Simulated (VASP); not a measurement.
CaO, 4 atoms in the cell. The structure is trigonal, space group R3m (No. 160). Conventional cell: a = 3.355 Å, b = 3.355 Å, c = 18.001 Å, α = 90.00°, β = 90.00°, γ = 120.00°. Within 3.2 Å of Ca (site symmetry 3m) lie 6 O at 2.45 Å and 1 Ca at 3.00 Å. Ca (site symmetry 3m) has 6 O at 2.45 Å and 1 Ca at 3.00 Å within 3.2 Å. O (site symmetry 3m) has 6 Ca at 2.45 Å and 1 O at 3.00 Å within 3.2 Å. O (site symmetry 3m) has 6 Ca at 2.45 Å and 1 O at 3.00 Å within 3.2 Å. 

- Program: VASP 6.6.1
- Task: relaxation of cell and atoms
- Functional: PBE
- Potentials or basis: VASP PAW PBE potentials, release 64 (Ca_sv, O)
- Cutoff: 600 eV
- k mesh: 6 × 6 × 6
- Occupations: gaussian, width 0.1 eV
- Spin: no spin polarisation
- Dipole correction: no
- Further INCAR settings: ALGO = Normal; EDIFF = 1e-07; IBRION = 2; EDIFFG = -0.04; NSW = 90; ISIF = 3

Potentials or basis: VASP PAW PBE potentials, release 64 (Ca_sv, O).

Command:

```console
$ cat potpaw_PBE.64/Ca_sv/POTCAR potpaw_PBE.64/O/POTCAR > POTCAR
$ mpirun -np 1 vasp_std > vasp.out
```

Hardware: 1 thread of Intel(R) Xeon(R) Platinum 8488C (Sapphire Rapids) (shared host).

Q: How long does it take, and how much memory?

A: Run time: 9.2 min on 1 thread of Intel(R) Xeon(R) Platinum 8488C (Sapphire Rapids), with other jobs on the host, peak memory 0.37 GiB. Counts: scf iterations 62, k points 32, ion steps 6.
